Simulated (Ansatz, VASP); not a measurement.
Two plane-wave programs on Ir

Contents of INCAR:

```
PREC = Accurate
ENCUT = 500
EDIFF = 1E-7
ISMEAR = 0
SIGMA = 0.1
LREAL = False
LASPH = True
NELM = 120
ALGO = Normal
ISIF = 3
LWAVE = False
LCHARG = False
GGA = PE
IBRION = 2
NSW = 100
EDIFFG = -0.002
GGA_COMPAT = False
NELMIN = 4
```

The input KPOINTS:

```
regular mesh
0
Gamma
  18 18 18
```

File POSCAR:

```
Ir
1.0
    0.0000000000      1.9378957047      1.9378957047
    1.9378957047      0.0000000000      1.9378957047
    1.9378957047      1.9378957047      0.0000000000
Ir
1
Direct
    0.0000000000      0.0000000000      0.0000000000
```

Input for Ansatz:

```yaml
crystal:
  lattice:
    - [0.0, 1.9378957047, 1.9378957047]
    - [1.9378957047, 0.0, 1.9378957047]
    - [1.9378957047, 1.9378957047, 0.0]
  atoms:
    - { symbol: Ir, position: [0.0, 0.0, 0.0] }
basis:
  ecutwfc: 420
kpoints:
  mp_grid: { grid: [18, 18, 18] }
hamiltonian:
  xc: pbe
  pseudopotentials: { kind: paw, azcp: { folder: soft_1 } }
scf:
  occupations: { method: gaussian, width: 0.1 }
output:
  forces: true
  stress: true
  eigenvalues: true
relax:
  adjacent_minimum: "off"
  f_tol: 0.002
  max_steps: 80
  cell: { stress_tol: 0.02 }
```

Alike in both runs: task relaxation of cell and atoms; functional PBE; k mesh 18 × 18 × 18; occupations gaussian, width 0.1 eV; no spin polarisation.

```csv
,VASP,Ansatz
version,VASP 6.6.1,Ansatz 0.2.0
potentials or method,"VASP PAW PBE potentials, release 64 (Ir), cutoff 500 eV","scalar-relativistic, plane waves, PAW"
valence electrons in the cell,9,17
```

VASP gave:

| Quantity | Value |
| --- | --- |
| gap on the k mesh at the Fermi level, each at its own relaxed structure (eV) | none |
| relaxed volume (Å³/atom) | 14.52 |
| relaxed cell length with the largest relative difference (Å) | 2.738 |

**Question.** What did Ansatz give for the same quantities?

**Answer.** gap on the k mesh at the Fermi level, each at its own relaxed structure (eV): none; relaxed volume (Å³/atom): 14.49; relaxed cell length with the largest relative difference (Å): 2.737.

A gap of «none» marks a metal or a gap that the smearing closes. VASP's potentials hold 9 valence electrons a cell and Ansatz's 17, so a difference there can come from the potentials and not from the codes.

Spin-orbit coupling is off throughout.
